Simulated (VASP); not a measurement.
# In3Se (P4/mmm) in VASP: notebook

In3Se is run at these levels: PBEsol+D3(BJ); tasks: single point.

Program: VASP 6.6.1. These are calculated values, not measurements. Logs are shortened: lines on timing, memory, paths and dates and some standing lists are left out, and cuts for length are marked.

## Step 1: The cell of the first run

The structure is tetragonal, space group P4/mmm (No. 123). The conventional cell has a = 5.296 Å, b = 5.296 Å, c = 3.443 Å, α = 90.00°, β = 90.00°, γ = 90.00°. Within 4.2 Å of In (site symmetry mmm) lie 10 In at 3.16 to 3.75 Å and 4 Se at 3.16 Å. In (site symmetry 4/mmm) has 10 In at 3.16 to 3.44 Å and 4 Se at 3.75 Å within 4.2 Å. Within 4.2 Å of Se (site symmetry 4/mmm) lie 12 In at 3.16 to 3.75 Å and 2 Se at 3.44 Å.

## Step 2: Single point, PBEsol+D3(BJ)

File INCAR:

```
SYSTEM = In3Se
PREC     = Accurate       ! precision mode
ENCUT    = 520            ! plane-wave cutoff, eV
EDIFF    = 1E-6           ! SCF threshold, eV
ISMEAR   = 0              ! smearing method
SIGMA    = 0.15           ! smearing width, eV
LREAL    = .False.        ! projectors in reciprocal space
LASPH    = .True.         ! aspherical terms in the spheres
NELM     = 80             ! most SCF steps
ALGO     = Normal         ! electronic algorithm
ISIF     = 2              ! what is computed and relaxed
LWAVE    = .False.        ! write WAVECAR
LCHARG   = .False.        ! write CHGCAR
GGA      = PS             ! functional
IVDW     = 12             ! dispersion correction
NBANDS   = 30             ! bands
```

File KPOINTS:

```
regular mesh
0
Gamma
  12 12 12
  0 0 0
```

File POSCAR:

```
In3Se
1.0
    5.2962899919      0.0000000000      0.0000000000
    0.0000000000      5.2962899919      0.0000000000
    0.0000000000      0.0000000000      3.4425884947
In Se
3 1
Direct
    0.0000000000      0.5000000000      0.5000000000
    0.5000000000      0.0000000000      0.5000000000
    0.5000000000      0.5000000000      0.0000000000
    0.0000000000      0.0000000000      0.0000000000
```

Potentials or basis: VASP PAW PBE potentials, release 64 (In_d, Se).

Started as:

```console
cat potpaw_PBE.64/In_d/POTCAR potpaw_PBE.64/Se/POTCAR > POTCAR
mpirun -np 1 vasp_std > vasp.out
```

OUTCAR:

```text
SYSTEM = In3Se
   PREC = Accurate
   ENCUT = 520
   EDIFF = 1E-6
   ISMEAR = 0
   LREAL = .False.
   LASPH = .True.
   NELM = 80
   ISIF = 2
   GGA = PS
   IVDW = 12
 IVDW          = 12

 ion  position               nearest neighbor table
   1  0.000  0.500  0.500-   3 3.16   4 3.16   3 3.16   4 3.16   4 3.16   4 3.16   3 3.16   3 3.16
                             2 3.75   2 3.75   2 3.75   2 3.75
   2  0.500  0.000  0.500-   3 3.16   4 3.16   3 3.16   4 3.16   3 3.16   3 3.16   4 3.16   4 3.16
                             1 3.75   1 3.75   1 3.75   1 3.75
   3  0.500  0.500  0.000-   1 3.16   2 3.16   1 3.16   2 3.16   2 3.16   2 3.16   1 3.16   1 3.16

   4  0.000  0.000  0.000-   1 3.16   2 3.16   1 3.16   2 3.16   1 3.16   1 3.16   2 3.16   2 3.16

  LATTYP: Found a simple tetragonal cell.
 ALAT       =     5.2962899919
 C/A-ratio  =     0.6500000000

  Lattice vectors:

 A1 = (   5.2962899919,   0.0000000000,   0.0000000000)
 A2 = (   0.0000000000,   5.2962899919,   0.0000000000)
 A3 = (   0.0000000000,   0.0000000000,   3.4425884947)

Analysis of symmetry for initial positions (statically):
=====================================================================
 Subroutine PRICEL returns:
 Original cell was already a primitive cell.

 Routine SETGRP: Setting up the symmetry group for a
 simple tetragonal supercell.

 Subroutine GETGRP returns: Found 16 space group operations
 (whereof 16 operations were pure point group operations)
 out of a pool of 16 trial point group operations.

The static configuration has the point symmetry D_4h.

Analysis of symmetry for dynamics (positions and initial velocities):
=====================================================================
 Subroutine PRICEL returns:
 Original cell was already a primitive cell.

 Routine SETGRP: Setting up the symmetry group for a
 simple tetragonal supercell.

 Subroutine GETGRP returns: Found 16 space group operations
 (whereof 16 operations were pure point group operations)
 out of a pool of 16 trial point group operations.

The dynamic configuration has the point symmetry D_4h.

 Subroutine INISYM returns: Found 16 space group operations
 (whereof 16 operations are pure point group operations),
 and found     1 'primitive' translations

----------------------------------------------------------------------------------------

                                     Primitive cell

  volume of cell :      96.5670

  direct lattice vectors                    reciprocal lattice vectors
     5.296289992  0.000000000  0.000000000     0.188811414  0.000000000  0.000000000
     0.000000000  5.296289992  0.000000000     0.000000000  0.188811414  0.000000000
     0.000000000  0.000000000  3.442588495     0.000000000  0.000000000  0.290479098

  length of vectors
     5.296289992  5.296289992  3.442588495     0.188811414  0.188811414  0.290479098

  position of ions in fractional coordinates (direct lattice)
     0.000000000  0.500000000  0.500000000
     0.500000000  0.000000000  0.500000000
     0.500000000  0.500000000  0.000000000
     0.000000000  0.000000000  0.000000000

  ion indices of the primitive-cell ions
   primitive index   ion index
                 1           1
                 2           2
                 3           3
                 4           4

----------------------------------------------------------------------------------------

 KPOINTS: regular mesh

Automatic generation of k-mesh.
 Grid dimensions read from file:
 generate k-points for:   12   12   12

 Generating k-lattice:

  Cartesian coordinates                     Fractional coordinates (reciprocal lattice)
     0.015734284  0.000000000  0.000000000     0.083333333  0.000000000  0.000000000
     0.000000000  0.015734284  0.000000000     0.000000000  0.083333333  0.000000000
     0.000000000  0.000000000  0.024206591     0.000000000  0.000000000  0.083333333

  Length of vectors
     0.015734284  0.015734284  0.024206591

  Shift w.r.t. Gamma in fractional coordinates (k-lattice)
     0.000000000  0.000000000  0.000000000

 Subroutine IBZKPT returns following result:
 ===========================================

 Found    196 irreducible k-points:

 Following reciprocal coordinates:
            Coordinates               Weight
  0.000000  0.000000  0.000000      1.000000
  0.083333  0.000000  0.000000      4.000000
  0.166667  0.000000  0.000000      4.000000
  0.250000  0.000000  0.000000      4.000000
  0.333333  0.000000  0.000000      4.000000
  0.416667  0.000000  0.000000      4.000000
[... 16 lines left out ...]
  0.333333  0.333333  0.000000      4.000000
  0.416667  0.333333  0.000000      8.000000
 [... further k-points ...]
   k-points           NKPTS =    196   k-points in BZ     NKDIM =    196   number of bands    NBANDS=     30
   number of dos      NEDOS =    301   number of ions     NIONS =      4
   total plane-waves  NPLWV =  44800
   dimension x,y,z NGX =    40 NGY =   40 NGZ =   28
   dimension x,y,z NGXF=    80 NGYF=   80 NGZF=   56
   ions per type =               3   1
   NGX,Y,Z   is equivalent  to a cutoff of  12.56, 12.56, 13.52 a.u.
   NGXF,Y,Z  is equivalent  to a cutoff of  25.11, 25.11, 27.04 a.u.
 SYSTEM =  In3Se
   PREC   = accura    normal or accurate (medium, high low for compatibility)
   ISTART =      0    job   : 0-new  1-cont  2-samecut
   ICHARG =      2    charge: 1-file 2-atom 10-const
   ISPIN  =      1    spin polarized calculation?
   LNONCOLLINEAR =      F non collinear calculations
   LSORBIT =      F    spin-orbit coupling
   LASPH  =      T    aspherical Exc in radial PAW
   ENCUT  =  520.0 eV  38.22 Ry    6.18 a.u.   9.85  9.85  6.40*2*pi/ulx,y,z
   NELM   =     80;   NELMIN=  2; NELMDL= -5     # of ELM steps
   EDIFF  = 0.1E-05   stopping-criterion for ELM
   LREAL  =      F    real-space projection
   EDIFFG = 0.1E-04   stopping-criterion for IOM
   NSW    =      0    number of steps for IOM
   IBRION =     -1    ionic relax: 0-MD 1-quasi-New 2-CG
   NFREE  =      0    steps in history (QN), initial steepest desc. (CG)
   ISIF   =      2    stress and relaxation
   ISYM   =      2    0-nonsym 1-usesym 2-fastsym
   POTIM  = 0.5000    time-step for ionic-motion
   TEBEG  =    0.0;   TEEND  =   0.0 temperature during run
   PSTRESS=    0.0 pullay stress
   NELECT =      45.0000    total number of electrons
   NUPDOWN=      -1.0000    fix difference up-down
   EMIN   =  10.00;   EMAX   =-10.00  energy-range for DOS
   EFERMI =   0.00;   METHOD = LEGACY
   ISMEAR =     0;   SIGMA  =   0.15  broadening in eV -4-tet -1-fermi 0-gaus
   EFERMI_NEDOS =   21; number of points for ismear=-14 and -15
   IALGO  =     38    algorithm
   IMIX   =      4    mixing-type and parameters
     AMIX     =   0.40;   BMIX     =  1.00
     AMIX_MAG =   1.60;   BMIX_MAG =  1.00
  volume/ion in A,a.u.               =      24.14       162.92
  Fermi-wavevector in a.u.,A,eV,Ry     =   1.269218  2.398474 21.917810  1.610914
  Thomas-Fermi vector in A             =   2.402271
   LORBIT       =      0    0 simple, 1 ext, 2 COOP (PROOUT), +10 PAW based schemes
   GGA     = PS    functional components
   LHFCALC =     F    Hartree Fock is set to
   AEXX    =    0.0000 exact exchange contribution
   IVDW    =    12    specifies the selected vdW correction
   LEPSILON=     F    determine dielectric tensor
   LRPA    =     F    only Hartree local field effects (RPA)
 non-spin polarized calculation
 Gauss-broadening in eV      SIGMA  =   0.15
  energy-cutoff  :      520.00
  volume of cell :       96.57
 maximum number of plane-waves:      2620
 NGX is ok and might be reduce to    40

 number of electron      45.0000022 magnetization

 Free energy of the ion-electron system (eV)
  ---------------------------------------------------
  ext. energy  EPLUGINS =         0.00000000
  ---------------------------------------------------
  free energy    TOTEN  =       -13.08978236 eV

  energy without entropy =      -13.06287791  energy(sigma->0) =      -13.07633013

 E-fermi :   7.0016     XC(G=0): -10.5571

 val. band max:        7.0001819311   @ k =   0.3333   0.2500   0.0000
 cond. band min:       7.0080217966   @ k =   0.3333   0.1667   0.0000
 fundamental gap:      0.0078398655
 Fermi energy:         7.0016316624

 k-point     1 :       0.0000    0.0000    0.0000
  band No.  band energies     occupation
      1      -7.7222      2.00000
      2      -7.6389      2.00000
      3      -7.6092      2.00000
      4      -7.6092      2.00000
      5      -7.5806      2.00000
      6      -7.4879      2.00000
[... 22 lines left out ...]
     29      13.7228      0.00000
     30      14.7182      0.00000

 k-point     2 :       0.0833    0.0000    0.0000
  band No.  band energies     occupation
      1      -7.7174      2.00000
      2      -7.6353      2.00000
      3      -7.6089      2.00000
      4      -7.6008      2.00000
      5      -7.5766      2.00000
      6      -7.4835      2.00000
[... 22 lines left out ...]
     29      13.7778      0.00000
     30      14.6167      0.00000

 k-point     3 :       0.1667    0.0000    0.0000
  band No.  band energies     occupation
      1      -7.7036      2.00000
      2      -7.6254      2.00000
      3      -7.6081      2.00000
      4      -7.5762      2.00000
      5      -7.5651      2.00000
      6      -7.4706      2.00000
[... 22 lines left out ...]
     29      13.9648      0.00000
     30      14.4079      0.00000

 k-point     4 :       0.2500    0.0000    0.0000
  band No.  band energies     occupation
      1      -7.6835      2.00000
      2      -7.6117      2.00000
      3      -7.6070      2.00000
      4      -7.5476      2.00000
      5      -7.5372      2.00000
      6      -7.4508      2.00000
[... 616 lines left out ...]
     29      13.5399      0.00000
     30      14.2674      0.00000

 k-point    23 :       0.3333    0.3333    0.0000
  band No.  band energies     occupation
      1      -7.6057      2.00000
      2      -7.5347      2.00000
      3      -7.4882      2.00000
      4      -7.4858      2.00000
      5      -7.4777      2.00000
      6      -7.4241      2.00000
[... 22 lines left out ...]
     29      13.4499      0.00000
     30      14.6524      0.00000

 k-point    24 :       0.4167    0.3333    0.0000
  band No.  band energies     occupation
      1      -7.5870      2.00000
      2      -7.5150      2.00000
      3      -7.4824      2.00000
      4      -7.4735      2.00000
      5      -7.4341      2.00000
      6      -7.4275      2.00000
[... 22 lines left out ...]
     29      13.3331      0.00000
     30      13.9325      0.00000

 [... further k-points ...]

------------------------ aborting loop because EDIFF is reached ----------------------------------------

 Edisp (eV)   -1.48067

 E8    (eV) :    -1.0425

  FORCE on cell =-STRESS in cart. coord.  units (eV):
  Direction    XX          YY          ZZ          XY          YZ          ZX
  --------------------------------------------------------------------------------------
  -------------------------------------------------------------------------------------
  Total      -1.75387    -1.75387     0.19448     0.00000     0.00000    -0.00000
  in kB     -29.09915   -29.09915     3.22667     0.00000     0.00000    -0.00000
  external pressure =      -18.32 kB  Pullay stress =        0.00 kB

 VOLUME and BASIS-vectors are now :
 -----------------------------------------------------------------------------
  energy-cutoff  :      520.00
  volume of cell :       96.57
      direct lattice vectors                 reciprocal lattice vectors
     5.296289992  0.000000000  0.000000000     0.188811414  0.000000000  0.000000000
     0.000000000  5.296289992  0.000000000     0.000000000  0.188811414  0.000000000
     0.000000000  0.000000000  3.442588495     0.000000000  0.000000000  0.290479098

 POSITION                                       TOTAL-FORCE (eV/Angst)
 -----------------------------------------------------------------------------------
      0.00000      2.64814      1.72129         0.000000      0.000000      0.000000
      2.64814      0.00000      1.72129         0.000000      0.000000      0.000000
      2.64814      2.64814      0.00000         0.000000      0.000000      0.000000
      0.00000      0.00000      0.00000         0.000000      0.000000      0.000000
 -----------------------------------------------------------------------------------
    total drift:                               -0.000000      0.000000     -0.000000

  FREE ENERGIE OF THE ION-ELECTRON SYSTEM (eV)
  ---------------------------------------------------
  free  energy   TOTEN  =       -14.5704513374 eV

  energy  without entropy=      -14.5435468867  energy(sigma->0) =      -14.55699911
```

It took 10 min on 1 thread of Intel Xeon 8259CL, shared host; peak memory 0.55 GiB.

Results:

```
Free energy                : -14.5705 eV
Pressure                   : -1.8 GPa
Band gap on the k mesh     : zero (an odd number of electrons rules out a gap without spin polarisation)
Dispersion energy per atom : -0.370 eV
```

Levels at points of the mesh, in eV from the Fermi level:
| k point | band 20 | band 21 | band 22 | band 23 | band 24 | band 25 | band 26 | band 27 |
| --- | --- | --- | --- | --- | --- | --- | --- | --- |
| (0.00, 0.00, 0.00) | -4.24 | -0.44 | -0.44 | -0.41 | -0.31 | 4.56 | 4.83 | 5.86 |
| (0.50, 0.00, 0.00) | -3.41 | -1.99 | -0.04 | 0.61 | 2.26 | 4.37 | 4.99 | 5.54 |
| (0.50, 0.50, 0.00) | 0.17 | 0.22 | 0.22 | 1.26 | 3.95 | 4.34 | 5.20 | 5.20 |
| (0.00, 0.00, 0.50) | -2.12 | -1.99 | -1.70 | -0.19 | 0.34 | 0.34 | 2.97 | 2.97 |
| (0.50, 0.00, 0.50) | -1.88 | -1.71 | -1.27 | -1.05 | 0.37 | 1.65 | 1.74 | 1.94 |
| (0.50, 0.50, 0.50) | -3.54 | -3.49 | -3.49 | -3.25 | 1.76 | 1.76 | 5.00 | 6.10 |

Caveat: the PAW data sets were made with another functional, which shifts forces and pressure a little; spin-orbit coupling is left out, which moves the levels of the heavy elements.

## Step 3: Single point, PBEsol+D3(BJ)

This run uses another cell than the first one, of the same volume but with other edges.

File INCAR:

```
ALGO     = Normal         # electronic algorithm
EDIFF    = 1E-7           # SCF threshold, eV
ENCUT    = 520            # plane-wave cutoff, eV
GGA      = PS             # functional
ISIF     = 2              # what is computed and relaxed
ISMEAR   = 0              # smearing method
IVDW     = 12             # dispersion correction
LASPH    = T              # aspherical terms in the spheres
LCHARG   = F              # write CHGCAR
LREAL    = F              # projectors in reciprocal space
LWAVE    = F              # write WAVECAR
NBANDS   = 30             # bands
NELM     = 60             # most SCF steps
PREC     = Accurate       # precision mode
SIGMA    = 0.15           # smearing width, eV
```

File KPOINTS:

```
k-points
0
Gamma
  12 12 12
```

File POSCAR:

```
In3Se
1.0
    4.0078591963      0.0000000000      0.0000000000
    0.0000000000      4.0078591963      0.0000000000
    0.0000000000      0.0000000000      6.0117887945
In Se
3 1
Direct
    0.0000000000      0.5000000000      0.5000000000
    0.5000000000      0.0000000000      0.5000000000
    0.5000000000      0.5000000000      0.0000000000
    0.0000000000      0.0000000000      0.0000000000
```

Potentials or basis: VASP PAW PBE potentials, release 64 (In_d, Se).

Started as:

```console
cat potpaw_PBE.64/In_d/POTCAR potpaw_PBE.64/Se/POTCAR > POTCAR
mpirun -np 1 vasp_std > vasp.out
```

It took 11 min on 1 thread of Intel Xeon 8259CL, shared host; peak memory 0.56 GiB.

The run converged. Its results:

```yaml
Free_energy: -14.2444 eV
Pressure: 2.1 GPa
Band_gap_on_the_k_mesh: zero (an odd number of electrons rules out a gap without spin polarisation)
Dispersion_energy_per_atom: -0.370 eV
```

Stress tensor (GPa, compression positive):
```
 4.78  0.00  0.00
 0.00  4.78  0.00
 0.00  0.00 -3.30
```

Levels at points of the mesh, in eV from the Fermi level:
```csv
k point,band 20,band 21,band 22,band 23,band 24,band 25
"(0.00, 0.00, 0.00)",-3.15,-2.98,0.79,0.79,1.03,1.10
"(0.50, 0.00, 0.00)",-3.31,-1.81,-1.48,1.63,1.72,2.14
"(0.50, 0.50, 0.00)",-2.83,-2.78,-2.78,-2.46,-1.62,0.98
"(0.00, 0.00, 0.50)",-2.98,-2.14,0.33,0.33,0.45,1.38
"(0.50, 0.00, 0.50)",-1.74,-1.36,0.09,1.40,2.68,2.91
"(0.50, 0.50, 0.50)",-4.20,-3.91,-3.91,-3.61,-0.24,3.06
```

Caveat: the stress differs along the axes, from -3 to 5 GPa; the PAW data sets were made with another functional, which shifts forces and pressure a little; spin-orbit coupling is left out, which moves the levels of the heavy elements.
